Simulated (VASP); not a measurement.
Set up this calculation in VASP 6.6.1, as the native input.

| Quantity | Value |
| --- | --- |
| Task | single point |
| Functional | PBEsol |
| Potentials or basis | VASP PAW PBE potentials, release 64 (Na_pv, F) |
| Cutoff | 520 eV |
| k mesh | 8 × 8 × 8 |
| Occupations | gaussian, width 0.05 eV |
| Spin | no spin polarisation |
| Dipole correction | no |
| Further INCAR settings | ALGO = Normal; EDIFF = 1e-06; NBANDS = 14 |

The structure of NaF lies in POSCAR:

```
NaF
1.0
    0.0000000000      2.2536010000      2.2536010000
    2.2536010000      0.0000000000      2.2536010000
    2.2536010000      2.2536010000      0.0000000000
Na F
1 1
Direct
    0.0000000000      0.0000000000      0.0000000000
    0.5000000000      0.5000000000      0.5000000000
```

This cell differs from its parent crystal: strain -0.030 along x and y, -0.030 along z.

One way to write it, as run:

INCAR

```
PREC = Accurate
ENCUT = 520
EDIFF = 1E-6
ISMEAR = 0
SIGMA = 0.05
LREAL = False
LASPH = True
NELM = 80
ALGO = Normal
ISIF = 2
LWAVE = False
LCHARG = False
GGA = PS
NBANDS = 14
```

KPOINTS

```
Automatic mesh
0
Gamma
  8 8 8
```

Potentials or basis: VASP PAW PBE potentials, release 64 (Na_pv, F).

Command:

```bash
$ cat potpaw_PBE.64/Na_pv/POTCAR potpaw_PBE.64/F/POTCAR > POTCAR
$ mpirun -np 1 vasp_std > vasp.out
```

Results of the run:

```
Pressure               : 4.7 GPa
Band gap on the k mesh : 6.62 eV
```

Caveat: the cell differs from its parent crystal (strain -0.030 along x and y, -0.030 along z); the cell stands under pressure; the PAW data sets were made with another functional, which shifts forces and pressure a little.

It took 17 s on 1 thread of AMD EPYC 7R13, with other jobs on the host, peak memory 0.1 GiB.
